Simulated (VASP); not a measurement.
# Ti (Pm-3m) in VASP: further runs

The runs below take Ti through single point, with PBE.

Program: VASP 6.6.1. These are calculated values, not measurements. Logs are shortened: lines on timing, memory, paths and dates and some standing lists are left out, and cuts for length are marked.

**1. The cell of the first run**

Symmetry: Pm-3m, No. 221, cubic system. The conventional cell has a = 2.548 Å, b = 2.548 Å, c = 2.548 Å, α = 90.00°, β = 90.00°, γ = 90.00°. Within 3.4 Å of Ti (site symmetry m-3m) lie 6 Ti at 2.55 Å.

**2. Single point, PBE (volume scaled by 0.9)**

Contents of INCAR:

```
PREC = Accurate
ENCUT = 520
EDIFF = 1E-6
ISMEAR = -1
SIGMA = 0.05
LREAL = False
LASPH = True
NELM = 100
ALGO = Normal
ISIF = 2
LWAVE = False
LCHARG = False
GGA = PE
NBANDS = 12
```

Contents of KPOINTS:

```
regular mesh
0
Gamma
  14 14 14
```

Contents of POSCAR:

```
Ti
1.0
    2.5480598943      0.0000000000      0.0000000000
    0.0000000000      2.5480598943      0.0000000000
    0.0000000000      0.0000000000      2.5480598943
Ti
1
Direct
    0.0000000000      0.0000000000      0.0000000000
```

Potentials or basis: VASP PAW PBE potentials, release 64 (Ti_sv).

Started as:

```
> cat potpaw_PBE.64/Ti_sv/POTCAR > POTCAR
> mpirun -np 1 vasp_std > vasp.out
```

OUTCAR:

```text
PREC = Accurate
   ENCUT = 520
   EDIFF = 1E-6
   ISMEAR = -1
   LREAL = False
   LASPH = True
   NELM = 100
   ISIF = 2
   GGA = PE

 ion  position               nearest neighbor table
   1  0.000  0.000  0.000-

  LATTYP: Found a simple cubic cell.
 ALAT       =     2.5480598943

  Lattice vectors:

 A1 = (   2.5480598943,   0.0000000000,   0.0000000000)
 A2 = (   0.0000000000,   2.5480598943,   0.0000000000)
 A3 = (   0.0000000000,   0.0000000000,   2.5480598943)

Analysis of symmetry for initial positions (statically):
=====================================================================
 Subroutine PRICEL returns:
 Original cell was already a primitive cell.

 Routine SETGRP: Setting up the symmetry group for a
 simple cubic supercell.

 Subroutine GETGRP returns: Found 48 space group operations
 (whereof 48 operations were pure point group operations)
 out of a pool of 48 trial point group operations.

The static configuration has the point symmetry O_h .

Analysis of symmetry for dynamics (positions and initial velocities):
=====================================================================
 Subroutine PRICEL returns:
 Original cell was already a primitive cell.

 Routine SETGRP: Setting up the symmetry group for a
 simple cubic supercell.

 Subroutine GETGRP returns: Found 48 space group operations
 (whereof 48 operations were pure point group operations)
 out of a pool of 48 trial point group operations.

The dynamic configuration has the point symmetry O_h .

 Subroutine INISYM returns: Found 48 space group operations
 (whereof 48 operations are pure point group operations),
 and found     1 'primitive' translations

----------------------------------------------------------------------------------------

                                     Primitive cell

  volume of cell :      16.5436

  direct lattice vectors                    reciprocal lattice vectors
     2.548059894  0.000000000  0.000000000     0.392455453  0.000000000  0.000000000
     0.000000000  2.548059894  0.000000000     0.000000000  0.392455453  0.000000000
     0.000000000  0.000000000  2.548059894     0.000000000  0.000000000  0.392455453

  length of vectors
     2.548059894  2.548059894  2.548059894     0.392455453  0.392455453  0.392455453

  position of ions in fractional coordinates (direct lattice)
     0.000000000  0.000000000  0.000000000

  ion indices of the primitive-cell ions
   primitive index   ion index
                 1           1

----------------------------------------------------------------------------------------

 KPOINTS: regular mesh

Automatic generation of k-mesh.
 Grid dimensions read from file:
 generate k-points for:   14   14   14

 Generating k-lattice:

  Cartesian coordinates                     Fractional coordinates (reciprocal lattice)
     0.028032532  0.000000000  0.000000000     0.071428571  0.000000000  0.000000000
     0.000000000  0.028032532  0.000000000     0.000000000  0.071428571  0.000000000
     0.000000000  0.000000000  0.028032532     0.000000000  0.000000000  0.071428571

  Length of vectors
     0.028032532  0.028032532  0.028032532

  Shift w.r.t. Gamma in fractional coordinates (k-lattice)
     0.000000000  0.000000000  0.000000000

 Subroutine IBZKPT returns following result:
 ===========================================

 Found    120 irreducible k-points:

 Following reciprocal coordinates:
            Coordinates               Weight
  0.000000  0.000000  0.000000      1.000000
  0.071429  0.000000  0.000000      6.000000
  0.142857  0.000000  0.000000      6.000000
  0.214286  0.000000  0.000000      6.000000
  0.285714  0.000000  0.000000      6.000000
  0.357143  0.000000  0.000000      6.000000
[... 16 lines left out ...]
  0.285714  0.214286  0.000000     24.000000
  0.357143  0.214286  0.000000     24.000000
 [... further k-points ...]
   k-points           NKPTS =    120   k-points in BZ     NKDIM =    120   number of bands    NBANDS=     12
   number of dos      NEDOS =    301   number of ions     NIONS =      1
   total plane-waves  NPLWV =   8000
   dimension x,y,z NGX =    20 NGY =   20 NGZ =   20
   dimension x,y,z NGXF=    40 NGYF=   40 NGZF=   40
   ions per type =               1
   NGX,Y,Z   is equivalent  to a cutoff of  13.05, 13.05, 13.05 a.u.
   NGXF,Y,Z  is equivalent  to a cutoff of  26.10, 26.10, 26.10 a.u.
 SYSTEM =  unknown system
   PREC   = accura    normal or accurate (medium, high low for compatibility)
   ISTART =      0    job   : 0-new  1-cont  2-samecut
   ICHARG =      2    charge: 1-file 2-atom 10-const
   ISPIN  =      1    spin polarized calculation?
   LNONCOLLINEAR =      F non collinear calculations
   LSORBIT =      F    spin-orbit coupling
   LASPH  =      T    aspherical Exc in radial PAW
   ENCUT  =  520.0 eV  38.22 Ry    6.18 a.u.   4.74  4.74  4.74*2*pi/ulx,y,z
   NELM   =    100;   NELMIN=  2; NELMDL= -5     # of ELM steps
   EDIFF  = 0.1E-05   stopping-criterion for ELM
   LREAL  =      F    real-space projection
   EDIFFG = 0.1E-04   stopping-criterion for IOM
   NSW    =      0    number of steps for IOM
   IBRION =     -1    ionic relax: 0-MD 1-quasi-New 2-CG
   NFREE  =      0    steps in history (QN), initial steepest desc. (CG)
   ISIF   =      2    stress and relaxation
   ISYM   =      2    0-nonsym 1-usesym 2-fastsym
   POTIM  = 0.5000    time-step for ionic-motion
   TEBEG  =    0.0;   TEEND  =   0.0 temperature during run
   PSTRESS=    0.0 pullay stress
   NELECT =      12.0000    total number of electrons
   NUPDOWN=      -1.0000    fix difference up-down
   EMIN   =  10.00;   EMAX   =-10.00  energy-range for DOS
   EFERMI =   0.00;   METHOD = LEGACY
   ISMEAR =    -1;   SIGMA  =   0.05  broadening in eV -4-tet -1-fermi 0-gaus
   EFERMI_NEDOS =   21; number of points for ismear=-14 and -15
   IALGO  =     38    algorithm
   IMIX   =      4    mixing-type and parameters
     AMIX     =   0.40;   BMIX     =  1.00
     AMIX_MAG =   1.60;   BMIX_MAG =  1.00
  volume/ion in A,a.u.               =      16.54       111.64
  Fermi-wavevector in a.u.,A,eV,Ry     =   1.470931  2.779656 29.438080  2.163638
  Thomas-Fermi vector in A             =   2.586128
   LORBIT       =      0    0 simple, 1 ext, 2 COOP (PROOUT), +10 PAW based schemes
   GGA     = PE    functional components
   LHFCALC =     F    Hartree Fock is set to
   AEXX    =    0.0000 exact exchange contribution
   IVDW    =     0    specifies the selected vdW correction
   LEPSILON=     F    determine dielectric tensor
   LRPA    =     F    only Hartree local field effects (RPA)
 non-spin polarized calculation
  energy-cutoff  :      520.00
  volume of cell :       16.54
 maximum number of plane-waves:       466
 NGX is ok and might be reduce to    20
   NGX =  9   NGY =  9   NGZ =  9

 number of electron      12.0000010 magnetization

 Free energy of the ion-electron system (eV)
  ---------------------------------------------------
  ext. energy  EPLUGINS =         0.00000000
  ---------------------------------------------------
  free energy    TOTEN  =        -6.95621994 eV

  energy without entropy =       -6.93863481  energy(sigma->0) =       -6.94742738

 E-fermi :   8.6518     XC(G=0): -11.6201

 val. band max:        8.6511024207   @ k =   0.4286   0.4286   0.0714
 cond. band min:       8.6658989309   @ k =   0.5000   0.3571   0.2857
 fundamental gap:      0.0147965102
 Fermi energy:         8.6517704963

 k-point     1 :       0.0000    0.0000    0.0000
  band No.  band energies     occupation
      1     -47.8043      2.00000
      2     -23.4210      2.00000
      3     -23.4210      2.00000
      4     -23.4210      2.00000
      5       2.7277      2.00000
      6       7.1470      2.00000
      7       7.1470      2.00000
      8      13.0511      0.00000
      9      13.0511      0.00000
     10      13.0511      0.00000
     11      25.5378      0.00000
     12      25.5378      0.00000

 k-point     2 :       0.0714    0.0000    0.0000
  band No.  band energies     occupation
      1     -47.7954      2.00000
      2     -23.4822      2.00000
      3     -23.4157      2.00000
      4     -23.4157      2.00000
      5       2.8733      2.00000
      6       7.1838      2.00000
      7       7.2610      2.00000
      8      12.9205      0.00000
      9      12.9205      0.00000
     10      13.0607      0.00000
     11      24.4761      0.00000
     12      25.7733      0.00000

 k-point     3 :       0.1429    0.0000    0.0000
  band No.  band energies     occupation
      1     -47.7705      2.00000
      2     -23.6519      2.00000
      3     -23.4011      2.00000
      4     -23.4011      2.00000
      5       3.2913      2.00000
      6       7.2886      2.00000
      7       7.5830      2.00000
      8      12.5727      0.00000
      9      12.5727      0.00000
     10      13.0876      0.00000
     11      22.5080      0.00000
     12      26.4372      0.00000
[... 286 lines left out ...]
 k-point    23 :       0.2857    0.2143    0.0000
  band No.  band energies     occupation
      1     -47.6255      2.00000
      2     -24.0932      2.00000
      3     -23.8059      2.00000
      4     -23.3168      2.00000
      5       5.5899      2.00000
      6       8.0237      1.99999
      7       9.2374      0.00002
      8      11.0281      0.00000
      9      11.7713      0.00000
     10      12.3457      0.00000
     11      19.6975      0.00000
     12      22.8853      0.00000

 k-point    24 :       0.3571    0.2143    0.0000
  band No.  band energies     occupation
      1     -47.5892      2.00000
      2     -24.3156      2.00000
      3     -23.7787      2.00000
      4     -23.2959      2.00000
      5       6.2170      2.00000
      6       8.0134      1.99999
      7       9.3474      0.00000
      8      11.4101      0.00000
      9      11.4459      0.00000
     10      12.3994      0.00000
     11      18.2152      0.00000
     12      23.6366      0.00000

 [... further k-points ...]
[... 5 lines left out ...]
  --------------------------------------------------------------------------------------
  -------------------------------------------------------------------------------------
  Total        1.0115467      1.0115467      1.0115467     -0.0000000     -0.0000000      0.0000000
  in kB       97.9642465     97.9642465     97.9642465     -0.0000000     -0.0000000      0.0000000
  external PRESSURE =      97.9642465 kB  Pullay stress =       0.0000000 kB

 VOLUME and BASIS-vectors are now :
 -----------------------------------------------------------------------------
  energy-cutoff  :      520.00
  volume of cell :       16.54
      direct lattice vectors                 reciprocal lattice vectors
     2.548059894  0.000000000  0.000000000     0.392455453  0.000000000  0.000000000
     0.000000000  2.548059894  0.000000000     0.000000000  0.392455453  0.000000000
     0.000000000  0.000000000  2.548059894     0.000000000  0.000000000  0.392455453

 POSITION                                       TOTAL-FORCE (eV/Angst)
 -----------------------------------------------------------------------------------
      0.00000      0.00000      0.00000         0.000000      0.000000      0.000000
 -----------------------------------------------------------------------------------
    total drift:                               -0.000000      0.000000      0.000000

  FREE ENERGIE OF THE ION-ELECTRON SYSTEM (eV)
  ---------------------------------------------------
  free  energy   TOTEN  =        -6.9562199395 eV

  energy  without entropy=       -6.9386348113  energy(sigma->0) =       -6.94742738
```

It took 7 s on 1 thread of Intel Xeon 6975P-C (Granite Rapids), shared host; peak memory 0.14 GiB.

Results:

| Quantity | Value |
| --- | --- |
| Free energy | -6.9562 eV |
| Pressure | 9.8 GPa |
| Band gap on the k mesh | zero (band 6 reaches 9.43 eV, above the bottom of band 7 at 7.15 eV) |

**3. Single point, PBE (volume scaled by 0.9)**

Contents of INCAR:

```
SYSTEM = Ti
  PREC = Accurate
  ENCUT = 520
  EDIFF = 1E-6
  ISMEAR = -1
  SIGMA = 0.05
  LREAL = .False.
  LASPH = .True.
  NELM = 100
  ALGO = Normal
  ISIF = 2
  LWAVE = .False.
  LCHARG = .False.
  GGA = PE
  NBANDS = 12
```

Contents of KPOINTS:

```
Automatic mesh
0
Gamma
  14 14 14
  0 0 0
```

POSCAR is that of step 2.

Potentials or basis: VASP PAW PBE potentials, release 64 (Ti_sv).

Started as:

```
> cat potpaw_PBE.64/Ti_sv/POTCAR > POTCAR
> mpirun -np 1 vasp_std > vasp.out
```

OUTCAR:

```text
SYSTEM = Ti
   PREC = Accurate
   ENCUT = 520
   EDIFF = 1E-6
   ISMEAR = -1
   LREAL = .False.
   LASPH = .True.
   NELM = 100
   ISIF = 2
   GGA = PE

 ion  position               nearest neighbor table
   1  0.000  0.000  0.000-

  LATTYP: Found a simple cubic cell.
 ALAT       =     2.5480598943

  Lattice vectors:

 A1 = (   2.5480598943,   0.0000000000,   0.0000000000)
 A2 = (   0.0000000000,   2.5480598943,   0.0000000000)
 A3 = (   0.0000000000,   0.0000000000,   2.5480598943)

Analysis of symmetry for initial positions (statically):
=====================================================================
 Subroutine PRICEL returns:
 Original cell was already a primitive cell.

 Routine SETGRP: Setting up the symmetry group for a
 simple cubic supercell.

 Subroutine GETGRP returns: Found 48 space group operations
 (whereof 48 operations were pure point group operations)
 out of a pool of 48 trial point group operations.

The static configuration has the point symmetry O_h .

Analysis of symmetry for dynamics (positions and initial velocities):
=====================================================================
[... 160 lines left out ...]
 fundamental gap:      0.0147965102
 Fermi energy:         8.6517704963

 k-point     1 :       0.0000    0.0000    0.0000
  band No.  band energies     occupation
      1     -47.8043      2.00000
      2     -23.4210      2.00000
      3     -23.4210      2.00000
      4     -23.4210      2.00000
      5       2.7277      2.00000
      6       7.1470      2.00000
      7       7.1470      2.00000
      8      13.0511      0.00000
      9      13.0511      0.00000
     10      13.0511      0.00000
     11      25.5378      0.00000
     12      25.5378      0.00000
[... 331 lines left out ...]
 k-point    24 :       0.3571    0.2143    0.0000
  band No.  band energies     occupation
      1     -47.5892      2.00000
      2     -24.3156      2.00000
      3     -23.7787      2.00000
      4     -23.2959      2.00000
      5       6.2170      2.00000
      6       8.0134      1.99999
      7       9.3474      0.00000
      8      11.4101      0.00000
      9      11.4459      0.00000
     10      12.3994      0.00000
     11      18.2152      0.00000
     12      23.6366      0.00000

 [... further k-points ...]
[... 5 lines left out ...]
  --------------------------------------------------------------------------------------
  -------------------------------------------------------------------------------------
  Total        1.0115467      1.0115467      1.0115467     -0.0000000     -0.0000000      0.0000000
  in kB       97.9642465     97.9642465     97.9642465     -0.0000000     -0.0000000      0.0000000
  external PRESSURE =      97.9642465 kB  Pullay stress =       0.0000000 kB

 VOLUME and BASIS-vectors are now :
 -----------------------------------------------------------------------------
  energy-cutoff  :      520.00
  volume of cell :       16.54
      direct lattice vectors                 reciprocal lattice vectors
     2.548059894  0.000000000  0.000000000     0.392455453  0.000000000  0.000000000
     0.000000000  2.548059894  0.000000000     0.000000000  0.392455453  0.000000000
     0.000000000  0.000000000  2.548059894     0.000000000  0.000000000  0.392455453

 POSITION                                       TOTAL-FORCE (eV/Angst)
 -----------------------------------------------------------------------------------
      0.00000      0.00000      0.00000         0.000000      0.000000      0.000000
 -----------------------------------------------------------------------------------
    total drift:                               -0.000000      0.000000      0.000000

  FREE ENERGIE OF THE ION-ELECTRON SYSTEM (eV)
  ---------------------------------------------------
  free  energy   TOTEN  =        -6.9562199395 eV

  energy  without entropy=       -6.9386348113  energy(sigma->0) =       -6.94742738
```

stdout:

```text
POSCAR found type information on POSCAR Ti
 POSCAR found :  1 types and       1 ions
 scaLAPACK will be used
 LDA part: xc-table for (Slater+PW92), standard interpolation
 POSCAR, INCAR and KPOINTS ok, starting setup
 FFT: planning ... GRIDC
 FFT: planning ... GRID_SOFT
 FFT: planning ... GRID
 WAVECAR not read
 entering main loop
```

Wall time 7.1 s (1 thread of Intel Xeon 6975P-C (Granite Rapids), shared host); peak memory 0.13 GiB.

Results:

```
Free energy            : -6.9562 eV
Pressure               : 9.8 GPa
Band gap on the k mesh : zero (band 6 reaches 9.43 eV, above the bottom of band 7 at 7.15 eV)
```

Levels at points of the mesh, in eV from the Fermi level:
```tsv
k point	band 3	band 4	band 5	band 6	band 7	band 8	band 9	band 10
(0.00, 0.00, 0.00)	-32.07	-32.07	-5.92	-1.50	-1.50	4.40	4.40	4.40
(0.50, 0.00, 0.00)	-31.97	-31.97	-1.85	-0.69	-0.08	2.25	2.25	4.60
(0.50, 0.50, 0.00)	-33.06	-31.87	-3.14	-0.08	2.73	2.73	5.68	5.86
(0.50, 0.50, 0.50)	-32.90	-32.90	-1.43	-1.43	-1.43	5.80	5.80	9.16
```
